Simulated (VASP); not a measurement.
Here is a VASP 6.6.1 calculation.

File INCAR:

```
SYSTEM = Si
  ALGO = Normal
  EDIFF = 1E-6
  ENCUT = 500
  GGA = PE
  GGA_COMPAT = .False.
  ISIF = 2
  ISMEAR = 0
  LASPH = .True.
  LCHARG = .False.
  LREAL = .False.
  LWAVE = .False.
  NBANDS = 11
  NELM = 120
  PREC = Accurate
  SIGMA = 0.02
```

KPOINTS

```
k-points
0
Gamma
  8 8 8
  0 0 0
```

Contents of POSCAR:

```
Si
1.0
    0.0000000000      2.7154705000      2.7154705000
    2.7154705000      0.0000000000      2.7154705000
    2.7154705000      2.7154705000      0.0000000000
Si
2
Direct
    0.0000000000      0.0000000000      0.0000000000
    0.2500000000      0.2500000000      0.2500000000
```

Potentials or basis: VASP PAW PBE potentials, release 64 (Si).

Launch:

```bash
$ cat potpaw_PBE.64/Si/POTCAR > POTCAR
$ mpirun -np 1 vasp_std > vasp.out
```

(1) Predict the band gap on the k mesh.

(2) Estimate the pressure.

Answers

(1) 0.62 eV, indirect (least direct gap 2.57 eV).

(2) 1.9 GPa.
